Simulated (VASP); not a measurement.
Set up this calculation in VASP 6.6.1, as the native input.

| Property | Result |
| --- | --- |
| Task | single point |
| Functional | r2SCAN |
| Potentials or basis | VASP PAW PBE potentials, release 64 (Li_sv, F) |
| Cutoff | 520 eV |
| k mesh | 6 × 6 × 4 |
| Occupations | gaussian, width 0.01 eV |
| Spin | no spin polarisation |
| Dipole correction | no |
| Further INCAR settings | ALGO = Normal; EDIFF = 1e-07; NBANDS = 18 |

The system is LiF.

```
CELL_PARAMETERS angstrom
3.08105 0.00000 0.00000
-1.54053 2.66827 0.00000
0.00000 0.00000 4.78523
ATOMIC_POSITIONS crystal
Li 0.33333 0.66667 0.38244
Li 0.66667 0.33333 0.88244
F 0.33333 0.66667 0.99256
F 0.66667 0.33333 0.49256
```

These files were run (other wordings do the same):

POSCAR

```
LiF
1.0
    3.0810519408      0.0000000000      0.0000000000
   -1.5405259704      2.6682692511      0.0000000000
    0.0000000000      0.0000000000      4.7852338528
Li F
2 2
Direct
    0.3333333333      0.6666666667      0.3824388584
    0.6666666667      0.3333333333      0.8824388584
    0.3333333333      0.6666666667      0.9925591416
    0.6666666667      0.3333333333      0.4925591416
```

INCAR.step1

```
SYSTEM = LiF
  ALGO = Normal
  EDIFF = 1E-4
  ENCUT = 520
  GGA = PE
  ISMEAR = 0
  LASPH = .True.
  LCHARG = .False.
  LREAL = .False.
  LWAVE = .True.
  NBANDS = 18
  NELM = 100
  PREC = Accurate
  SIGMA = 0.01
```

INCAR.step2

```
SYSTEM = LiF
  ALGO = Normal
  EDIFF = 1E-7
  ENCUT = 520
  ISIF = 2
  ISMEAR = 0
  ISTART = 1
  LASPH = .True.
  LCHARG = .False.
  LMIXTAU = .True.
  LREAL = .False.
  LWAVE = .False.
  METAGGA = R2SCAN
  NBANDS = 18
  NELM = 100
  PREC = Accurate
  SIGMA = 0.01
```

KPOINTS

```
k-points
0
Gamma
  6 6 4
  0 0 0
```

Potentials or basis: VASP PAW PBE potentials, release 64 (Li_sv, F).

Run with:

```sh
$ cat potpaw_PBE.64/Li_sv/POTCAR potpaw_PBE.64/F/POTCAR > POTCAR
$ cp INCAR.step1 INCAR
$ mpirun -np 1 vasp_std > vasp.out
$ cp INCAR.step2 INCAR
$ mpirun -np 1 vasp_std > vasp.out
```

It gave:

The largest force is 0.003 eV/Å. The band gap on the k mesh is 8.68 eV.

Caveat: the PAW data sets were made with another functional, which shifts forces and pressure a little.

Wall time 43 s on 1 thread of Intel(R) Xeon(R) Platinum 8375C CPU @ 2.90GHz (Ice Lake), on a shared host, peak memory 0.15 GiB.
